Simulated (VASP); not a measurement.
Write the native input for VASP 6.6.1 that does the following.

* Task: single point
* Functional: PBE
* Potentials or basis: VASP PAW PBE potentials, release 64 (Si, Al)
* Cutoff: 520 eV
* k mesh: 2 × 2 × 2
* Occupations: fermi-dirac, width 0.05 eV
* Spin: collinear spin
* Starting moments: [0.0, 0.0, 0.0, 0.0, 0.0, 0.0, 0.0, 0.0, 0.0, 0.0, 0.0, 0.0, 0.0, 0.0, 0.0, 0.0, 1.0] μB
* Dipole correction: no
* Further INCAR settings: LREAL = Auto; ALGO = Normal; EDIFF = 1e-06; NBANDS = 52

The structure of AlSi16 (a cell with a defect) lies in POSCAR:

```
AlSi16
1.0
    0.0000000000      5.4300000000      5.4300000000
    5.4300000000      0.0000000000      5.4300000000
    5.4300000000      5.4300000000      0.0000000000
Si Al
16 1
Direct
    0.0148708393      0.0006068745     -0.0167998766
    0.1363111943      0.1230312665      0.1204432022
    0.0148503960      0.0006175023      0.5015463583
    0.1375036393      0.1202960574      0.6212047247
    0.0049668915      0.4977885529     -0.0012739118
    0.1362698898      0.6194880561      0.1204773824
    0.0147808706      0.4822710628      0.5015806532
    0.1362616190      0.6195015690      0.6239744473
    0.5110823410     -0.0071523192     -0.0018706858
    0.6342573793      0.1225080689      0.1200769531
    0.4994633024     -0.0003231940      0.5005272744
    0.6342433448      0.1225188019      0.6233496756
    0.5110312602      0.4972836015     -0.0018594955
    0.6337071624      0.6215699735      0.1224597032
    0.5110173545      0.4972869948      0.4937407471
    0.6341831492      0.6192481598      0.6233751915
   -0.1122772336      0.8702118713      0.3711399570
```

One way to write it, as run:

INCAR

```
PREC     = Accurate       # precision mode
ENCUT    = 520            # plane-wave cutoff, eV
EDIFF    = 1E-6           # SCF threshold, eV
ISMEAR   = -1             # smearing method
SIGMA    = 0.05           # smearing width, eV
LREAL    = Auto         
LASPH    = True           # aspherical terms in the spheres
NELM     = 150            # most SCF steps
ALGO     = Normal         # electronic algorithm
ISIF     = 2              # what is computed and relaxed
LWAVE    = False          # write WAVECAR
LCHARG   = True           # write CHGCAR
ISPIN    = 2              # spin polarisation
MAGMOM   = 0 0 0 0 0 0 0 0 0 0 0 0 0 0 0 0 1 # initial moments
LORBIT   = 11             # projections on sites
GGA      = PE             # functional
LELF     = True           # ELF
LVHAR    = True         
NBANDS   = 52             # bands
```

KPOINTS

```
regular mesh
0
Gamma
  2 2 2
```

Potentials or basis: VASP PAW PBE potentials, release 64 (Si, Al).

The run is started by

```bash
$ cat potpaw_PBE.64/Si/POTCAR potpaw_PBE.64/Al/POTCAR > POTCAR
$ mpirun -np 1 vasp_std > vasp.out
```

It gave:

```
Pressure                                              : 5.4 GPa
Largest force                                         : 0.017 eV/Å
Net moment                                            : 0.00 μB per cell
Valence electrons inside the program's atomic spheres : Si 1.71, 1.67, 1.75, 1.70 (each value once); Al 0.84
```

Caveat: the k points lie up to 0.50 Å⁻¹ apart.

Wall time 12 min on 1 thread of Intel Xeon 8259CL, on a shared host, peak memory 0.71 GiB.
